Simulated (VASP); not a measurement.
# PbI2 (P-3m1) in VASP: single point with PBEsol

Aim: the single point of PbI2 with PBEsol.

All numbers are computed with VASP 6.6.1; they aren't measurements. Logs are shortened: lines on timing, memory, paths and dates and some standing lists are left out, and cuts for length are marked.

### 1 The cell of the first run

Symmetry: P-3m1, No. 164, trigonal system. The conventional cell has a = 4.585 Å, b = 4.585 Å, c = 7.023 Å, α = 90.00°, β = 90.00°, γ = 120.00°. Within 4.3 Å of Pb (site symmetry -3m) lie 6 I at 3.24 Å. I (site symmetry 3m) has 3 Pb at 3.24 Å and 3 I at 4.23 Å within 4.3 Å.

### 2 Single point, PBEsol

Contents of POSCAR:

```
PbI2
1.0
    4.5852650000      0.0000000000      0.0000000000
   -2.2926330000      3.9709610000      0.0000000000
    0.0000000000      0.0000000000      7.0233580000
Pb I
1 2
Direct
    0.0000000000      0.0000000000      0.0000000000
    0.3333300000      0.6666700000      0.2650000000
    0.6666700000      0.3333300000      0.7350000000
```

Contents of INCAR.step1:

```
  PREC = Accurate
  ENCUT = 400
  EDIFF = 1E-6
  ISMEAR = 1
  SIGMA = 0.0243
  LREAL = F
  LASPH = T
  NELM = 120
  ALGO = Normal
  ISIF = 2
  LWAVE = F
  LCHARG = T
  GGA = PS
  NBANDS = 21
  GGA_COMPAT = F
  NEDOS = 2001
  LORBIT = 11
```

Contents of KPOINTS.step1:

```
regular mesh
0
Gamma
  7 7 4
```

Contents of INCAR.step2:

```
  PREC = Accurate
  ENCUT = 400
  EDIFF = 1E-6
  ISMEAR = -5
  SIGMA = 0.0243
  LREAL = F
  LASPH = T
  NELM = 120
  ALGO = Normal
  ISIF = 2
  LWAVE = F
  LCHARG = F
  GGA = PS
  LORBIT = 10
  NBANDS = 21
  NEDOS = 2001
  ICHARG = 11
  GGA_COMPAT = F
```

Contents of KPOINTS.step2:

```
regular mesh
0
Gamma
  11 11 6
```

Potentials or basis: VASP PAW PBE potentials, release 64 (Pb_d, I).

Command:

```bash
> cat potpaw_PBE.64/Pb_d/POTCAR potpaw_PBE.64/I/POTCAR > POTCAR
> cp INCAR.step1 INCAR
> cp KPOINTS.step1 KPOINTS
> mpirun -np 1 vasp_std > vasp.out
> cp INCAR.step2 INCAR
> cp KPOINTS.step2 KPOINTS
> mpirun -np 1 vasp_std > vasp.out
```

OUTCAR:

```text
PREC = Accurate
   ENCUT = 400
   EDIFF = 1E-6
   ISMEAR = -5
   LREAL = F
   LASPH = T
   NELM = 120
   ISIF = 2
   GGA = PS
   LORBIT = 10
   ICHARG = 11

 ion  position               nearest neighbor table
   1  0.000  0.000  0.000-   2 3.24   3 3.24   3 3.24   2 3.24   3 3.24   2 3.24
   2  0.333  0.667  0.265-   1 3.24   1 3.24   1 3.24
   3  0.667  0.333  0.735-   1 3.24   1 3.24   1 3.24

  LATTYP: Found a hexagonal cell.
 ALAT       =     4.5852650000
 C/A-ratio  =     1.5317234664

  Lattice vectors:

 A1 = (   4.5852650000,   0.0000000000,   0.0000000000)
 A2 = (  -2.2926330000,   3.9709610000,   0.0000000000)
 A3 = (   0.0000000000,   0.0000000000,   7.0233580000)

Analysis of symmetry for initial positions (statically):
=====================================================================
 Subroutine PRICEL returns:
 Original cell was already a primitive cell.

 Routine SETGRP: Setting up the symmetry group for a
 hexagonal supercell.

 Subroutine GETGRP returns: Found  4 space group operations
 (whereof  4 operations were pure point group operations)
 out of a pool of 24 trial point group operations.

The static configuration has the point symmetry C_2h.

Analysis of symmetry for dynamics (positions and initial velocities):
=====================================================================
 Subroutine PRICEL returns:
 Original cell was already a primitive cell.

 Routine SETGRP: Setting up the symmetry group for a
 hexagonal supercell.

 Subroutine GETGRP returns: Found  4 space group operations
 (whereof  4 operations were pure point group operations)
 out of a pool of 24 trial point group operations.

The dynamic configuration has the point symmetry C_2h.

 Subroutine INISYM returns: Found  4 space group operations
 (whereof  4 operations are pure point group operations),
 and found     1 'primitive' translations

----------------------------------------------------------------------------------------

                                     Primitive cell

  volume of cell :     127.8807

  direct lattice vectors                    reciprocal lattice vectors
     4.585265000  0.000000000  0.000000000     0.218089903  0.125914132  0.000000000
    -2.292633000  3.970961000  0.000000000     0.000000000  0.251828210  0.000000000
     0.000000000  0.000000000  7.023358000     0.000000000  0.000000000  0.142382034

  length of vectors
     4.585265000  4.585269603  7.023358000     0.251828463  0.251828210  0.142382034

  position of ions in fractional coordinates (direct lattice)
     0.000000000  0.000000000  0.000000000
     0.333330000  0.666670000  0.265000000
     0.666670000  0.333330000  0.735000000

  ion indices of the primitive-cell ions
   primitive index   ion index
                 1           1
                 2           2
                 3           3

----------------------------------------------------------------------------------------

 KPOINTS: regular mesh

Automatic generation of k-mesh.
 Grid dimensions read from file:
 generate k-points for:   11   11    6

 Generating k-lattice:

  Cartesian coordinates                     Fractional coordinates (reciprocal lattice)
     0.019826355  0.011446739  0.000000000     0.090909091 -0.000000000  0.000000000
     0.000000000  0.022893474  0.000000000     0.000000000  0.090909091  0.000000000
     0.000000000  0.000000000  0.023730339     0.000000000  0.000000000  0.166666667

  Length of vectors
     0.022893497  0.022893474  0.023730339

  Shift w.r.t. Gamma in fractional coordinates (k-lattice)
     0.000000000  0.000000000  0.000000000

 TETIRR: Found   1089 inequivalent tetrahedra from     4356

 Subroutine IBZKPT returns following result:
 ===========================================

 Found    204 irreducible k-points:

 Following reciprocal coordinates:
            Coordinates               Weight
  0.000000  0.000000  0.000000      1.000000
  0.090909  0.000000  0.000000      4.000000
 -0.090909  0.090909  0.000000      2.000000
  0.181818  0.000000  0.000000      4.000000
 -0.181818  0.181818  0.000000      2.000000
  0.272727  0.000000  0.000000      4.000000
[... 16 lines left out ...]
  0.454545  0.090909  0.000000      4.000000
  0.454545  0.454545  0.000000      2.000000
 [... further k-points ...]
   k-points           NKPTS =    204   k-points in BZ     NKDIM =    204   number of bands    NBANDS=     21
   number of dos      NEDOS =   2001   number of ions     NIONS =      3
   total plane-waves  NPLWV =  43200
   dimension x,y,z NGX =    30 NGY =   30 NGZ =   48
   dimension x,y,z NGXF=    60 NGYF=   60 NGZF=   96
   ions per type =               1   2
   NGX,Y,Z   is equivalent  to a cutoff of  10.88, 10.88, 11.36 a.u.
   NGXF,Y,Z  is equivalent  to a cutoff of  21.75, 21.75, 22.72 a.u.
 SYSTEM =  unknown system
   PREC   = accura    normal or accurate (medium, high low for compatibility)
   ISTART =      0    job   : 0-new  1-cont  2-samecut
   ICHARG =     11    charge: 1-file 2-atom 10-const
   ISPIN  =      1    spin polarized calculation?
   LNONCOLLINEAR =      F non collinear calculations
   LSORBIT =      F    spin-orbit coupling
   LASPH  =      T    aspherical Exc in radial PAW
   ENCUT  =  400.0 eV  29.40 Ry    5.42 a.u.   7.48  7.48 11.45*2*pi/ulx,y,z
   NELM   =    120;   NELMIN=  2; NELMDL=  0     # of ELM steps
   EDIFF  = 0.1E-05   stopping-criterion for ELM
   LREAL  =      F    real-space projection
   EDIFFG = 0.1E-04   stopping-criterion for IOM
   NSW    =      0    number of steps for IOM
   IBRION =     -1    ionic relax: 0-MD 1-quasi-New 2-CG
   NFREE  =      0    steps in history (QN), initial steepest desc. (CG)
   ISIF   =      2    stress and relaxation
   ISYM   =      2    0-nonsym 1-usesym 2-fastsym
   POTIM  = 0.5000    time-step for ionic-motion
   TEBEG  =    0.0;   TEEND  =   0.0 temperature during run
   PSTRESS=    0.0 pullay stress
   NELECT =      28.0000    total number of electrons
   NUPDOWN=      -1.0000    fix difference up-down
   EMIN   =  10.00;   EMAX   =-10.00  energy-range for DOS
   EFERMI =   0.00;   METHOD = LEGACY
   ISMEAR =    -5;   SIGMA  =   0.02  broadening in eV -4-tet -1-fermi 0-gaus
   EFERMI_NEDOS =   21; number of points for ismear=-14 and -15
   IALGO  =     38    algorithm
   IMIX   =      4    mixing-type and parameters
     AMIX     =   0.40;   BMIX     =  1.00
     AMIX_MAG =   1.60;   BMIX_MAG =  1.00
  volume/ion in A,a.u.               =      42.63       287.66
  Fermi-wavevector in a.u.,A,eV,Ry     =   0.986717  1.864625 13.246771  0.973610
  Thomas-Fermi vector in A             =   2.118118
   LORBIT       =     10    0 simple, 1 ext, 2 COOP (PROOUT), +10 PAW based schemes
   GGA     = PS    functional components
   LHFCALC =     F    Hartree Fock is set to
   AEXX    =    0.0000 exact exchange contribution
   IVDW    =     0    specifies the selected vdW correction
   LEPSILON=     F    determine dielectric tensor
   LRPA    =     F    only Hartree local field effects (RPA)
 non-spin polarized calculation
 Fermi weights with tetrahedron method with Bloechl corrections
  energy-cutoff  :      400.00
  volume of cell :      127.88
 maximum number of plane-waves:      2346
 NGX is ok and might be reduce to    30

 number of electron      28.0000005 magnetization

 Free energy of the ion-electron system (eV)
  ---------------------------------------------------
  ext. energy  EPLUGINS =         0.00000000
  ---------------------------------------------------
  free energy    TOTEN  =        -9.33437739 eV

  energy without entropy =       -9.33437739  energy(sigma->0) =       -9.33437739

 E-fermi :   2.3464     XC(G=0):  -8.2281

 val. band max:        2.3402068950   @ k =   0.0000   0.0000   0.5000
 cond. band min:       4.4741747455   @ k =   0.0000   0.0000   0.5000
 fundamental gap:      2.1339678505
 Fermi energy:         2.3464203584

 k-point     1 :       0.0000    0.0000    0.0000
  band No.  band energies     occupation
      1     -13.6826      2.00000
      2     -13.6826      2.00000
      3     -13.6664      2.00000
      4     -13.6581      2.00000
      5     -13.6581      2.00000
      6      -9.7937      2.00000
[... 13 lines left out ...]
     20      10.0915      0.00000
     21      10.1882      0.00000

 k-point     2 :       0.0909    0.0000    0.0000
  band No.  band energies     occupation
      1     -13.6856      2.00000
      2     -13.6817      2.00000
      3     -13.6655      2.00000
      4     -13.6586      2.00000
      5     -13.6576      2.00000
      6      -9.7572      2.00000
[... 13 lines left out ...]
     20       9.6548      0.00000
     21      10.2262      0.00000

 k-point     3 :      -0.0909    0.0909    0.0000
  band No.  band energies     occupation
      1     -13.6856      2.00000
      2     -13.6817      2.00000
      3     -13.6655      2.00000
      4     -13.6586      2.00000
      5     -13.6576      2.00000
      6      -9.7572      2.00000
[... 13 lines left out ...]
     20       9.6548      0.00000
     21      10.2217      0.00000
[... 457 lines left out ...]
 k-point    23 :       0.4545    0.0909    0.0000
  band No.  band energies     occupation
      1     -13.7204      2.00000
      2     -13.6797      2.00000
      3     -13.6650      2.00000
      4     -13.6513      2.00000
      5     -13.6466      2.00000
      6      -9.1524      2.00000
[... 13 lines left out ...]
     20      10.9360      0.00000
     21      12.0616      0.00000

 k-point    24 :       0.4545    0.4545    0.0000
  band No.  band energies     occupation
      1     -13.7204      2.00000
      2     -13.6797      2.00000
      3     -13.6650      2.00000
      4     -13.6513      2.00000
      5     -13.6466      2.00000
      6      -9.1524      2.00000
[... 13 lines left out ...]
     20      10.9360      0.00000
     21      11.9528      0.00000

 [... further k-points ...]

------------------------ aborting loop because EDIFF is reached ----------------------------------------

  FORCE on cell =-STRESS in cart. coord.  units (eV):
  Direction    XX          YY          ZZ          XY          YZ          ZX
  --------------------------------------------------------------------------------------
  -------------------------------------------------------------------------------------
  Total       -0.4220153     -0.4221434     -0.3073874     -0.0001099     -0.0001182      0.0002047
  in kB       -5.2873001     -5.2889046     -3.8511614     -0.0013773     -0.0014805      0.0025642
  external PRESSURE =      -4.8091220 kB  Pullay stress =       0.0000000 kB

 VOLUME and BASIS-vectors are now :
 -----------------------------------------------------------------------------
  energy-cutoff  :      400.00
  volume of cell :      127.88
      direct lattice vectors                 reciprocal lattice vectors
     4.585265000  0.000000000  0.000000000     0.218089903  0.125914132  0.000000000
    -2.292633000  3.970961000  0.000000000     0.000000000  0.251828210  0.000000000
     0.000000000  0.000000000  7.023358000     0.000000000  0.000000000  0.142382034

 POSITION                                       TOTAL-FORCE (eV/Angst)
 -----------------------------------------------------------------------------------
      0.00000      0.00000      0.00000        -0.000000      0.000000      0.000000
     -0.00002      2.64732      1.86119         0.000060     -0.000035     -0.085884
      2.29266      1.32364      5.16217        -0.000060      0.000035      0.085884
 -----------------------------------------------------------------------------------
    total drift:                               -0.000000     -0.000000      0.000000

  FREE ENERGIE OF THE ION-ELECTRON SYSTEM (eV)
  ---------------------------------------------------
  free  energy   TOTEN  =        -9.3343773876 eV

  energy  without entropy=       -9.3343773876  energy(sigma->0) =       -9.33437739

 total charge

# of ion       s       p       d       tot
------------------------------------------
    1        1.487   0.490   9.835  11.812
    2        1.513   2.748   0.011   4.272
    3        1.513   2.748   0.011   4.272
--------------------------------------------------
tot          4.513   5.986   9.857  20.356
```

Run time: 7.3 min. Hardware: 1 thread of Intel Xeon Platinum 8375C at 2.90GHz (Ice Lake), shared host; peak memory 0.45 GiB.

Results:

- Valence electrons inside the program's atomic spheres: Pb 11.81; I 4.27

Levels at points of the mesh, in eV from the valence-band top:
| k point | band 12 | band 13 | band 14 | band 15 | band 16 | band 17 |
| --- | --- | --- | --- | --- | --- | --- |
| (0.00, 0.00, 0.00) | -0.88 | -0.88 | -0.66 | 2.39 | 3.31 | 3.31 |
| (0.00, 0.00, 0.50) | -0.70 | -0.70 | 0.00 | 2.13 | 3.13 | 3.13 |

Caveat: the PAW data sets were made with another functional, which shifts forces and pressure a little; spin-orbit coupling is left out, which moves the levels of the heavy elements; this functional lacks dispersion, which binds the layers, so the pressure and a relaxed spacing across them are unreliable.
